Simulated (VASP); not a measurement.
# Ti4CN4 in VASP: further runs

Runs on Ti4CN4. Level: PBEsol. Tasks: single point.

Program: VASP 6.6.1. These are calculated values, not measurements. Logs are shortened: lines on timing, memory, paths and dates and some standing lists are left out, and cuts for length are marked.

**1. The cell of the first run**

The cell holds a slab with vacuum, 9 atoms: a = 2.973 Å, b = 2.973 Å, c = 27.495 Å, α = 90.00°, β = 90.00°, γ = 120.00°.

**2. Single point, PBEsol**

INCAR

```
SYSTEM = Ti4CN4
PREC = Accurate ; ENCUT = 520
EDIFF = 1E-7 ; ISMEAR = 0
SIGMA = 0.1 ; LREAL = .FALSE.
LASPH = .TRUE. ; NELM = 60
ALGO = Normal ; ISIF = 2
LWAVE = .FALSE. ; LCHARG = .FALSE.
LDIPOL = .TRUE. ; IDIPOL = 3
DIPOL = 0.5 0.5 0.485 ; GGA = PS
NBANDS = 46
```

KPOINTS

```
regular mesh
0
G
  12 12 1
  0 0 0
```

POSCAR

```
Ti4CN4
1.0
    2.9726300472      0.0000000000      0.0000000000
   -1.4863150236      2.5743731369      0.0000000000
    0.0000000000      0.0000000000     27.4949979446
N Ti C
4 4 1
Direct
    0.3333333333      0.6666666667      0.3091471408
    0.0000000000      0.0000000000      0.3974229164
    0.6666666667      0.3333333333      0.4854147359
    0.3333333333      0.6666666667      0.5753533913
    0.6666666667      0.3333333333      0.3532850285
    0.3333333333      0.6666666667      0.4415608042
    0.0000000000      0.0000000000      0.5302006077
    0.6666666667      0.3333333333      0.6138598945
    0.6666666667      0.8333333333      0.6611254449
```

Potentials or basis: VASP PAW PBE potentials, release 64 (N, Ti_sv, C).

Run with:

```console
$ cat potpaw_PBE.64/N/POTCAR potpaw_PBE.64/Ti_sv/POTCAR potpaw_PBE.64/C/POTCAR > POTCAR
$ mpirun -np 1 vasp_std > vasp.out
```

OUTCAR:

```text
SYSTEM = Ti4CN4
   PREC = Accurate
   ENCUT = 520
   EDIFF = 1E-7
   ISMEAR = 0
   LREAL = .FALSE.
   LASPH = .TRUE.
   NELM = 60
   ISIF = 2
   GGA = PS

 ion  position               nearest neighbor table
   1  0.333  0.667  0.309-   5 2.10   5 2.10   5 2.10
   2  0.000  0.000  0.397-   6 2.10   6 2.10   6 2.10   5 2.10   5 2.10   5 2.10
   3  0.667  0.333  0.485-   6 2.10   6 2.10   6 2.10   7 2.11   7 2.11   7 2.11
   4  0.333  0.667  0.575-   8 2.02   8 2.02   8 2.02   7 2.12   7 2.12   7 2.12
   5  0.667  0.333  0.353-   1 2.10   1 2.10   1 2.10   2 2.10   2 2.10   2 2.10
   6  0.333  0.667  0.442-   3 2.10   3 2.10   3 2.10   2 2.10   2 2.10   2 2.10
   7  0.000  0.000  0.530-   3 2.11   3 2.11   3 2.11   4 2.12   4 2.12   4 2.12   8 2.87   8 2.87
                             8 2.87
   8  0.667  0.333  0.614-   9 1.97   9 1.97   4 2.02   4 2.02   4 2.02   7 2.87   7 2.87   7 2.87

   9  0.667  0.833  0.661-   8 1.97   8 1.97

  LATTYP: Found a hexagonal cell.
 ALAT       =     2.9726300472
 C/A-ratio  =     9.2493843862

  Lattice vectors:

 A1 = (   2.9726300472,   0.0000000000,   0.0000000000)
 A2 = (  -1.4863150236,   2.5743731369,   0.0000000000)
 A3 = (   0.0000000000,   0.0000000000,  27.4949979446)

Analysis of symmetry for initial positions (statically):
=====================================================================
 Subroutine PRICEL returns:
 Original cell was already a primitive cell.

 Routine SETGRP: Setting up the symmetry group for a
 hexagonal supercell.

 Subroutine GETGRP returns: Found  2 space group operations
 (whereof  2 operations were pure point group operations)
 out of a pool of 24 trial point group operations.

The static configuration has the point symmetry C_1h.

Analysis of symmetry for dynamics (positions and initial velocities):
=====================================================================
 Subroutine PRICEL returns:
 Original cell was already a primitive cell.

 Routine SETGRP: Setting up the symmetry group for a
 hexagonal supercell.

 Subroutine GETGRP returns: Found  2 space group operations
 (whereof  2 operations were pure point group operations)
 out of a pool of 24 trial point group operations.

The dynamic configuration has the point symmetry C_1h.

 Subroutine INISYM returns: Found  2 space group operations
 (whereof  2 operations are pure point group operations),
 and found     1 'primitive' translations

----------------------------------------------------------------------------------------

                                     Primitive cell

  volume of cell :     210.4098

  direct lattice vectors                    reciprocal lattice vectors
     2.972630047  0.000000000  0.000000000     0.336402440  0.194222039  0.000000000
    -1.486315024  2.574373137  0.000000000     0.000000000  0.388444078  0.000000000
     0.000000000  0.000000000 27.494997945     0.000000000  0.000000000  0.036370252

  length of vectors
     2.972630047  2.972630047 27.494997945     0.388444078  0.388444078  0.036370252

  position of ions in fractional coordinates (direct lattice)
     0.333333333  0.666666667  0.309147141
     0.000000000  0.000000000  0.397422916
     0.666666667  0.333333333  0.485414736
     0.333333333  0.666666667  0.575353391
     0.666666667  0.333333333  0.353285028
     0.333333333  0.666666667  0.441560804
     0.000000000  0.000000000  0.530200608
     0.666666667  0.333333333  0.613859895
     0.666666667  0.833333333  0.661125445

  ion indices of the primitive-cell ions
   primitive index   ion index
                 1           1
                 2           2
                 3           3
                 4           4
                 5           5
                 6           6
                 7           7
                 8           8
                 9           9

----------------------------------------------------------------------------------------

 KPOINTS: regular mesh

Automatic generation of k-mesh.
 Grid dimensions read from file:
 generate k-points for:   12   12    1

 Generating k-lattice:

  Cartesian coordinates                     Fractional coordinates (reciprocal lattice)
     0.028033537  0.016185170  0.000000000     0.083333333  0.000000000  0.000000000
     0.000000000  0.032370340  0.000000000     0.000000000  0.083333333  0.000000000
     0.000000000  0.000000000  0.036370252     0.000000000  0.000000000  1.000000000

  Length of vectors
     0.032370340  0.032370340  0.036370252

  Shift w.r.t. Gamma in fractional coordinates (k-lattice)
     0.000000000  0.000000000  0.000000000

 Subroutine IBZKPT returns following result:
 ===========================================

 Found     43 irreducible k-points:

 Following reciprocal coordinates:
            Coordinates               Weight
  0.000000  0.000000  0.000000      1.000000
  0.083333  0.000000  0.000000      2.000000
  0.000000  0.083333  0.000000      4.000000
  0.166667  0.000000  0.000000      2.000000
  0.000000  0.166667  0.000000      4.000000
  0.250000  0.000000  0.000000      2.000000
[... 16 lines left out ...]
 -0.083333  0.416667  0.000000      4.000000
 -0.416667  0.333333  0.000000      4.000000
 [... further k-points ...]
   k-points           NKPTS =     43   k-points in BZ     NKDIM =     43   number of bands    NBANDS=     46
   number of dos      NEDOS =    301   number of ions     NIONS =      9
   total plane-waves  NPLWV = 120960
   dimension x,y,z NGX =    24 NGY =   24 NGZ =  210
   dimension x,y,z NGXF=    48 NGYF=   48 NGZF=  420
   ions per type =               4   4   1
   NGX,Y,Z   is equivalent  to a cutoff of  13.42, 13.42, 12.70 a.u.
   NGXF,Y,Z  is equivalent  to a cutoff of  26.84, 26.84, 25.39 a.u.
 SYSTEM =  Ti4CN4
   PREC   = accura    normal or accurate (medium, high low for compatibility)
   ISTART =      0    job   : 0-new  1-cont  2-samecut
   ICHARG =      2    charge: 1-file 2-atom 10-const
   ISPIN  =      1    spin polarized calculation?
   LNONCOLLINEAR =      F non collinear calculations
   LSORBIT =      F    spin-orbit coupling
   LASPH  =      T    aspherical Exc in radial PAW
   ENCUT  =  520.0 eV  38.22 Ry    6.18 a.u.   5.53  5.53 51.12*2*pi/ulx,y,z
   NELM   =     60;   NELMIN=  2; NELMDL= -5     # of ELM steps
   EDIFF  = 0.1E-06   stopping-criterion for ELM
   LREAL  =      F    real-space projection
   EDIFFG = 0.1E-05   stopping-criterion for IOM
   NSW    =      0    number of steps for IOM
   IBRION =     -1    ionic relax: 0-MD 1-quasi-New 2-CG
   NFREE  =      0    steps in history (QN), initial steepest desc. (CG)
   ISIF   =      2    stress and relaxation
   ISYM   =      2    0-nonsym 1-usesym 2-fastsym
   POTIM  = 0.5000    time-step for ionic-motion
   TEBEG  =    0.0;   TEEND  =   0.0 temperature during run
   PSTRESS=    0.0 pullay stress
   NELECT =      72.0000    total number of electrons
   NUPDOWN=      -1.0000    fix difference up-down
   EMIN   =  10.00;   EMAX   =-10.00  energy-range for DOS
   EFERMI =   0.00;   METHOD = LEGACY
   ISMEAR =     0;   SIGMA  =   0.10  broadening in eV -4-tet -1-fermi 0-gaus
   EFERMI_NEDOS =   21; number of points for ismear=-14 and -15
   IALGO  =     38    algorithm
   IMIX   =      4    mixing-type and parameters
     AMIX     =   0.40;   BMIX     =  1.00
     AMIX_MAG =   1.60;   BMIX_MAG =  1.00
  volume/ion in A,a.u.               =      23.38       157.77
  Fermi-wavevector in a.u.,A,eV,Ry     =   1.145065  2.163860 17.839618  1.311175
  Thomas-Fermi vector in A             =   2.281755
   LORBIT       =      0    0 simple, 1 ext, 2 COOP (PROOUT), +10 PAW based schemes
   GGA     = PS    functional components
   LHFCALC =     F    Hartree Fock is set to
   AEXX    =    0.0000 exact exchange contribution
   IVDW    =     0    specifies the selected vdW correction
   LEPSILON=     F    determine dielectric tensor
   LRPA    =     F    only Hartree local field effects (RPA)
 non-spin polarized calculation
 Gauss-broadening in eV      SIGMA  =   0.10
  energy-cutoff  :      520.00
  volume of cell :      210.41
 maximum number of plane-waves:      5757
 NGX is ok and might be reduce to    24
   NGX = 11   NGY = 11   NGZ =103

 dipolmoment           0.000000      0.000000      0.004290 electrons x Angstroem

 number of electron      72.0000014 magnetization

 dipolmoment           0.000000      0.000000     -0.070338 electrons x Angstroem

 Free energy of the ion-electron system (eV)
  ---------------------------------------------------
  ext. energy  EPLUGINS =         0.00000000
  ---------------------------------------------------
  free energy    TOTEN  =       -84.86669280 eV

  energy without entropy =      -84.83684964  energy(sigma->0) =      -84.85177122

 E-fermi :  -0.3864     XC(G=0):  -5.8054

 val. band max:       -0.3897430830   @ k =   0.0000   0.0833   0.0000
 cond. band min:      -0.3807320696   @ k =  -0.1667   0.3333   0.0000
 fundamental gap:      0.0090110134
 Fermi energy:        -0.3863585236

 k-point     1 :       0.0000    0.0000    0.0000
  band No.  band energies     occupation
      1     -57.8860      2.00000
      2     -57.8310      2.00000
      3     -56.6793      2.00000
      4     -56.5411      2.00000
      5     -34.5528      2.00000
      6     -34.2047      2.00000
[... 38 lines left out ...]
     45       1.8514      0.00000
     46       1.8691      0.00000

 k-point     2 :       0.0833    0.0000    0.0000
  band No.  band energies     occupation
      1     -57.8802      2.00000
      2     -57.8268      2.00000
      3     -56.6745      2.00000
      4     -56.5361      2.00000
      5     -34.5394      2.00000
      6     -34.2078      2.00000
[... 1070 lines left out ...]
 k-point    24 :      -0.4167    0.3333    0.0000
  band No.  band energies     occupation
      1     -57.8065      2.00000
      2     -57.7798      2.00000
      3     -56.6164      2.00000
      4     -56.4722      2.00000
      5     -34.5296      2.00000
      6     -34.4532      2.00000
[... 38 lines left out ...]
     45       2.3270      0.00000
     46       2.9074      0.00000

 [... further k-points ...]

------------------------ aborting loop because EDIFF is reached ----------------------------------------

 vacuum level on the upper side and lower side of the slab       (xc-potential included)        -0.907         0.712

  FORCE on cell =-STRESS in cart. coord.  units (eV):
  Direction    XX          YY          ZZ          XY          YZ          ZX
  --------------------------------------------------------------------------------------
  -------------------------------------------------------------------------------------
  Total       -0.3046208      1.9854946     -0.3893646     -1.9832981      0.6173208      1.0692322
  in kB       -2.3195520     15.1186577     -2.9648379    -15.1019326      4.7006230      8.1417278
  external PRESSURE =       3.2780892 kB  Pullay stress =       0.0000000 kB

 VOLUME and BASIS-vectors are now :
 -----------------------------------------------------------------------------
  energy-cutoff  :      520.00
  volume of cell :      210.41
      direct lattice vectors                 reciprocal lattice vectors
     2.972630047  0.000000000  0.000000000     0.336402440  0.194222039  0.000000000
    -1.486315024  2.574373137  0.000000000     0.000000000  0.388444078  0.000000000
     0.000000000  0.000000000 27.494997945     0.000000000  0.000000000  0.036370252

 POSITION                                       TOTAL-FORCE (eV/Angst)
 -----------------------------------------------------------------------------------
     -0.00000      1.71625      8.50000        -0.004566     -0.002636      4.360246
      0.00000      0.00000     10.92714        -0.006951     -0.004013      1.136025
      1.48632      0.85812     13.34648        -0.103284     -0.059631      0.205928
     -0.00000      1.71625     15.81934        -0.765798     -0.442134     -2.595404
      1.48632      0.85812      9.71357        -0.001742     -0.001006     -5.694791
     -0.00000      1.71625     12.14071         0.035784      0.020660      0.076774
      0.00000      0.00000     14.57786         0.100178      0.057838     -0.215897
      1.48632      0.85812     16.87808         0.591241      0.341353      2.710912
      0.74316      2.14531     18.17764         0.155138      0.089569      0.016207
 -----------------------------------------------------------------------------------
    total drift:                                0.000006      0.000004     -0.000563

  FREE ENERGIE OF THE ION-ELECTRON SYSTEM (eV)
  ---------------------------------------------------
  free  energy   TOTEN  =       -84.8666927983 eV

  energy  without entropy=      -84.8368496434  energy(sigma->0) =      -84.85177122

 vacuum level on the upper side and lower side of the slab         5.992         7.639
```

Run time: 22 min. Hardware: 1 thread of Intel Xeon 8259CL, shared host; peak memory 0.56 GiB.

Results:

* Free energy: -84.8667 eV
* Largest force: 5.695 eV/Å
* Band gap on the k mesh: zero (bands 36 and 37 overlap by 0.25 eV)

Forces on the atoms (eV/Å):
```
N   -0.005 -0.003  4.360
N   -0.007 -0.004  1.136
N   -0.103 -0.060  0.206
N   -0.766 -0.442 -2.595
Ti  -0.002 -0.001 -5.695
Ti   0.036  0.021  0.077
Ti   0.100  0.058 -0.216
Ti   0.591  0.341  2.711
C    0.155  0.090  0.016
```

Caveat: the PAW data sets were made with another functional, which shifts forces and pressure a little.

**3. Single point, PBEsol**

INCAR

```
PREC     = Accurate       # precision mode
ENCUT    = 520            # plane-wave cutoff, eV
EDIFF    = 1E-7           # SCF threshold, eV
ISMEAR   = 0              # smearing method
SIGMA    = 0.1            # smearing width, eV
LREAL    = False          # projectors in reciprocal space
LASPH    = True           # aspherical terms in the spheres
NELM     = 80             # most SCF steps
ALGO     = Normal         # electronic algorithm
ISIF     = 2              # what is computed and relaxed
LWAVE    = False          # write WAVECAR
LCHARG   = False          # write CHGCAR
LDIPOL   = True         
IDIPOL   = 3            
DIPOL    = 0.5 0.5 0.485
GGA      = PS             # functional
NBANDS   = 46             # bands
```

KPOINTS

```
regular mesh
0
Gamma
  12 12 1
```

POSCAR

```
Ti4CN4
1.0
    2.9726300472      0.0000000000      0.0000000000
   -1.4863150236      2.5743731369      0.0000000000
    0.0000000000      0.0000000000     27.4949979446
N Ti C
4 4 1
Direct
    0.3333333333      0.6666666667      0.3091471408
    0.0000000000      0.0000000000      0.3974229164
    0.6666666666      0.3333333333      0.4854147359
    0.3333333333      0.6666666667      0.5753533913
    0.6666666666      0.3333333333      0.3532850285
    0.3333333333      0.6666666667      0.4415608042
    0.0000000000      0.0000000000      0.5302006077
    0.6666666666      0.3333333333      0.6138598945
    0.9166666666      0.8333333333      0.6628520319
```

Potentials or basis: VASP PAW PBE potentials, release 64 (N, Ti_sv, C).

Run with:

```console
$ cat potpaw_PBE.64/N/POTCAR potpaw_PBE.64/Ti_sv/POTCAR potpaw_PBE.64/C/POTCAR > POTCAR
$ mpirun -np 1 vasp_std > vasp.out
```

OUTCAR:

```text
PREC = Accurate
   ENCUT = 520
   EDIFF = 1E-7
   ISMEAR = 0
   LREAL = False
   LASPH = True
   NELM = 80
   ISIF = 2
   GGA = PS

 ion  position               nearest neighbor table
   1  0.333  0.667  0.309-   5 2.10   5 2.10   5 2.10
   2  0.000  0.000  0.397-   6 2.10   6 2.10   6 2.10   5 2.10   5 2.10   5 2.10
   3  0.667  0.333  0.485-   6 2.10   6 2.10   6 2.10   7 2.11   7 2.11   7 2.11
   4  0.333  0.667  0.575-   8 2.02   8 2.02   8 2.02   7 2.12   7 2.12   7 2.12
   5  0.667  0.333  0.353-   1 2.10   1 2.10   1 2.10   2 2.10   2 2.10   2 2.10
   6  0.333  0.667  0.442-   3 2.10   3 2.10   3 2.10   2 2.10   2 2.10   2 2.10
   7  0.000  0.000  0.530-   3 2.11   3 2.11   3 2.11   4 2.12   4 2.12   4 2.12   8 2.87   8 2.87
                             8 2.87
   8  0.667  0.333  0.614-   9 1.86   4 2.02   4 2.02   4 2.02   9 2.38   9 2.38   7 2.87   7 2.87
                             7 2.87
   9  0.917  0.833  0.663-   8 1.86   8 2.38   8 2.38

  LATTYP: Found a hexagonal cell.
 ALAT       =     2.9726300472
 C/A-ratio  =     9.2493843862

  Lattice vectors:

 A1 = (   2.9726300472,   0.0000000000,   0.0000000000)
 A2 = (  -1.4863150236,   2.5743731369,   0.0000000000)
[... 1379 lines left out ...]

------------------------ aborting loop because EDIFF is reached ----------------------------------------

 vacuum level on the upper side and lower side of the slab       (xc-potential included)        -0.898         0.662

  FORCE on cell =-STRESS in cart. coord.  units (eV):
  Direction    XX          YY          ZZ          XY          YZ          ZX
  --------------------------------------------------------------------------------------
  -------------------------------------------------------------------------------------
  Total       -0.7457720      0.3610511     -0.4543909      0.0000000      3.4501364      0.0000000
  in kB       -5.6787223      2.7492432     -3.4599849      0.0000000     26.2712537      0.0000000
  external PRESSURE =      -2.1298213 kB  Pullay stress =       0.0000000 kB

 VOLUME and BASIS-vectors are now :
 -----------------------------------------------------------------------------
  energy-cutoff  :      520.00
  volume of cell :      210.41
      direct lattice vectors                 reciprocal lattice vectors
     2.972630047  0.000000000  0.000000000     0.336402440  0.194222039  0.000000000
    -1.486315024  2.574373137  0.000000000     0.000000000  0.388444078  0.000000000
     0.000000000  0.000000000 27.494997945     0.000000000  0.000000000  0.036370252

 POSITION                                       TOTAL-FORCE (eV/Angst)
 -----------------------------------------------------------------------------------
     -0.00000      1.71625      8.50000        -0.000000     -0.027584      4.357203
      0.00000      0.00000     10.92714        -0.000000     -0.042334      1.100737
      1.48632      0.85812     13.34648        -0.000000      0.100203      0.184771
     -0.00000      1.71625     15.81934         0.000000     -0.512800     -2.008976
      1.48632      0.85812      9.71357        -0.000000      0.021841     -5.723081
     -0.00000      1.71625     12.14071        -0.000000      0.020714      0.294476
      0.00000      0.00000     14.57786        -0.000000     -0.215481     -0.675051
      1.48632      0.85812     16.87808         0.000000     -1.228072      2.441110
      1.48632      2.14531     18.22512         0.000000      1.883512      0.028810
 -----------------------------------------------------------------------------------
    total drift:                                0.000001      0.000019     -0.000574

  FREE ENERGIE OF THE ION-ELECTRON SYSTEM (eV)
  ---------------------------------------------------
  free  energy   TOTEN  =       -84.7783604146 eV

  energy  without entropy=      -84.7515301792  energy(sigma->0) =      -84.76494530

 vacuum level on the upper side and lower side of the slab         6.028         7.617
```

Wall time 24 min (1 thread of Intel Xeon 8259CL, shared host); peak memory 0.56 GiB.

Results:

* Free energy: -84.7784 eV
* Largest force: 5.723 eV/Å
* Band gap on the k mesh: zero (bands 36 and 37 overlap by 0.17 eV)

Forces on the atoms (eV/Å):
```
N    0.000 -0.028  4.357
N    0.000 -0.042  1.101
N    0.000  0.100  0.185
N    0.000 -0.513 -2.009
Ti   0.000  0.022 -5.723
Ti   0.000  0.021  0.294
Ti   0.000 -0.215 -0.675
Ti   0.000 -1.228  2.441
C    0.000  1.884  0.029
```

Levels at points of the mesh, in eV from the Fermi level:
| k point | band 34 | band 35 | band 36 | band 37 | band 38 | band 39 |
| --- | --- | --- | --- | --- | --- | --- |
| (0.00, 0.00, 0.00) | -0.38 | -0.16 | -0.01 | 0.17 | 0.41 | 0.49 |
| (0.50, 0.00, 0.00) | -1.28 | -0.37 | -0.27 | -0.02 | 0.62 | 1.89 |
| (0.00, 0.50, 0.00) | -1.14 | -0.36 | -0.35 | 0.16 | 0.40 | 1.57 |

Caveat: the PAW data sets were made with another functional, which shifts forces and pressure a little.
